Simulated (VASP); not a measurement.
Here is a VASP 6.6.1 calculation.

INCAR

```
SYSTEM = Mg5TlO4
ALGO = Normal
EDIFF = 1E-7
ENCUT = 520
GGA = PE
ISIF = 2
ISMEAR = 0
LASPH = .True.
LCHARG = .True.
LELF = .True.
LREAL = .False.
LVHAR = .True.
LWAVE = .False.
NBANDS = 34
NELM = 60
PREC = Accurate
SIGMA = 0.1
```

Contents of KPOINTS:

```
k-points
0
Gamma
  6 6 1
  0 0 0
```

The input POSCAR:

```
Mg5TlO4
1.0
    2.7991359507      0.0000000000      0.0000000000
    0.0000000000      2.7991359507      0.0000000000
    0.0000000000      0.0000000000     15.7577386433
Mg Tl O
5 1 4
Direct
    0.5000000000      0.5000000000      0.1603539090
    0.5000000000      0.5000000000      0.3300506986
    0.5000000000      0.5000000000      0.5000000000
    0.5000000000      0.5000000000      0.6699493014
    0.5000000000      0.5000000000      0.8396460910
    0.0000000000      0.0000000000      0.0000000000
    0.0000000000      0.0000000000      0.2380671235
    0.0000000000      0.0000000000      0.4127239890
    0.0000000000      0.0000000000      0.5872760110
    0.0000000000      0.0000000000      0.7619328765
```

Potentials or basis: VASP PAW PBE potentials, release 64 (Mg, Tl_d, O).

The run is started by

```bash
$ cat potpaw_PBE.64/Mg/POTCAR potpaw_PBE.64/Tl_d/POTCAR potpaw_PBE.64/O/POTCAR > POTCAR
$ mpirun -np 1 vasp_std > vasp.out
```

What does it give for the pressure?

-0.8 GPa.

Estimate the band gap on the k mesh.

zero (an odd number of electrons rules out a gap without spin polarisation).

Estimate the largest force.

0.020 eV/Å.

Forces in eV/Å, atoms in the order of the input:
```
Mg   0.000  0.000  0.020
Mg   0.000  0.000 -0.004
Mg   0.000  0.000  0.000
Mg   0.000  0.000  0.004
Mg   0.000  0.000 -0.020
Tl   0.000  0.000  0.000
O    0.000  0.000  0.001
O    0.000  0.000  0.008
O    0.000  0.000 -0.008
O    0.000  0.000 -0.001
```

Caveat: the k points lie up to 0.40 Å⁻¹ apart, too coarse for converged energies and pressures of a metal; spin-orbit coupling is left out, which moves the levels of the heavy elements; an odd number of electrons without spin polarisation forces a metal; a magnetic or distorted state may lie lower.
